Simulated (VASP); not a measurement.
Write the native input for VASP 6.6.1 that does the following.

* Task: single point
* Functional: PBEsol
* Potentials or basis: VASP PAW PBE potentials, release 64 (W_sv, C_h)
* Cutoff: 1300 eV
* k mesh: 6 × 6 × 6
* Occupations: gaussian, width 0.1 eV
* Spin: no spin polarisation
* Dipole correction: no
* Further INCAR settings: ALGO = Normal; EDIFF = 1e-06; NBANDS = 16

The structure of WC lies in POSCAR:

```
WC
1.0
    2.8985811345      0.0000000000      0.0000000000
   -1.4492905673      2.5102448974      0.0000000000
    0.0000000000      0.0000000000      2.8280347686
W C
1 1
Direct
    0.0000000000      0.0000000000      0.0000000000
    0.6666666667      0.3333333333      0.5000000000
```

The input as run:

INCAR

```
ALGO = Normal ; EDIFF = 1E-6
ENCUT = 1300 ; GGA = PS
GGA_COMPAT = F ; ISIF = 2
ISMEAR = 0 ; LASPH = T
LCHARG = F ; LREAL = F
LWAVE = F ; NBANDS = 16
NELM = 120 ; PREC = Accurate
SIGMA = 0.1
```

KPOINTS

```
k-points
0
Gamma
  6 6 6
```

Potentials or basis: VASP PAW PBE potentials, release 64 (W_sv, C_h).

Launch:

```console
$ cat potpaw_PBE.64/W_sv/POTCAR potpaw_PBE.64/C_h/POTCAR > POTCAR
$ mpirun -np 1 vasp_std > vasp.out
```

Results of the run:

```yaml
Pressure: 1.2 GPa
Band_gap_on_the_k_mesh: zero (bands 9 and 10 overlap by 1.20 eV)
```

Caveat: the k points lie up to 0.42 Å⁻¹ apart, too coarse for converged energies and pressures of a metal; the PAW data sets were made with another functional, which shifts forces and pressure a little; spin-orbit coupling is left out, which moves the levels of the heavy elements.

Run time: 42 s on 1 thread of Intel(R) Xeon(R) Platinum 8259CL CPU @ 2.50GHz (Skylake/Cascade Lake), on a shared host, peak memory 0.23 GiB.
